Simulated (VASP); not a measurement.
Runs of VASP 6.6.1 on BaC5. The structure is that of space group P6/mmm (No. 191), or close to it. The cells are those of the table. The cell was built from a structure type or drawn by symmetry, and may not be a known phase.

| task | potentials or basis | cell | k mesh | cutoff (eV) | gap on the mesh (eV) | pressure (GPa) | relaxed volume (Å³/atom) |
| --- | --- | --- | --- | --- | --- | --- | --- |
| relaxation of cell and atoms | VASP PAW PBE potentials, release 64 (Ba_sv, C) | relaxed from a = 4.160, b = 4.160, c = 4.289 Å, angles 90.0, 90.0, 120.0°, 6 atoms | 6 × 6 × 4 | 600 | none | -0.4 | (b) |
| relaxation of cell and atoms | VASP PAW PBE potentials, release 64 (Ba_sv, C) | relaxed from a = 5.133, b = 5.133, c = 2.764 Å, angles 90.0, 90.0, 120.0°, 6 atoms | 6 × 6 × 6 | 600 | none | 0.0 | 10.84 |
| single point | VASP PAW PBE potentials, release 64 (Ba_sv, C) | a = 5.133, b = 5.133, c = 2.764 Å, angles 90.0, 90.0, 120.0°, 6 atoms | 6 × 6 × 4 | 520 | none | 4.1 | - |
| single point | VASP PAW PBE potentials, release 64 (Ba_sv, C) | a = 5.135, b = 5.135, c = 2.760 Å, angles 90.0, 90.0, 120.0°, 6 atoms | 6 × 6 × 6 | 520 | none | (a) | - |
| relaxation of cell and atoms | VASP PAW PBE potentials, release 64 (Ba_sv, C_h) | relaxed from a = 5.135, b = 5.135, c = 2.760 Å, angles 90.0, 90.0, 120.0°, 6 atoms | 9 × 9 × 14 | 910 | none | -0.1 | 10.85 |

Alike in all rows: level PBE; no spin polarisation; smearing gaussian 0.1 eV.

Q: Estimate the missing entries.

A: (a) 3.7; (b) 10.86.

Caveats: some runs use coarse meshes; spin-orbit coupling is left out, which moves the levels of the heavy elements; a cell axis changed by over 15 % at a fixed basis, so the end point is rough (at least some runs); the cutoff is under 1.25 times the usual one of these potentials, so pressure, stress and relaxed cells hold a basis-set (Pulay) error (at least some runs).

A k mesh can miss the band edges, and the runs leave out spin-orbit coupling on Ba.

A gap of «none» marks levels without a gap at the run's occupations.
